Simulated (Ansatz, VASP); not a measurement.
# Two plane-wave programs on ZrGe2Pd3

```
CELL_PARAMETERS angstrom
4.62799 0.00000 0.00000
-2.31400 4.00796 0.00000
0.00000 0.00000 5.50648
ATOMIC_POSITIONS crystal
Zr 0.00000 0.00000 0.47612
Ge 0.33333 0.66667 0.16269
Ge 0.66667 0.33333 0.16269
Pd 0.00000 0.00000 0.97625
Pd 0.33333 0.66667 0.68536
Pd 0.66667 0.33333 0.68536
```

Alike in both runs: functional PBE; k mesh 4 × 4 × 2; occupations gaussian, width 0.2 eV; no spin polarisation.

Ansatz relaxed the structure, and its values are those at the end. VASP's run is a single point on that final structure, the one shown.

```csv
,VASP,Ansatz
version,VASP 6.6.1,Ansatz 0.2.0
potentials or method,"VASP PAW PBE potentials, release 64 (Zr_sv, Ge_d, Pd), cutoff 520 eV","scalar-relativistic, plane waves, PAW"
valence electrons in the cell,70,94
```

```tsv
	VASP	Ansatz	Ansatz less VASP
gap on the k mesh at the Fermi level (eV)	0.05	0.05	-0.002
least direct gap on the mesh (eV)	0.05	0.05	-0.002
pressure (GPa)	0.2	0.2	+0.01
rms of the force components (eV/Å)	0.009	0.005	-0.0031
```

VASP's potentials hold 70 valence electrons a cell and Ansatz's 94, so a difference there can come from the potentials and not from the codes.

The k mesh is coarse, so the values compare programs but aren't converged.
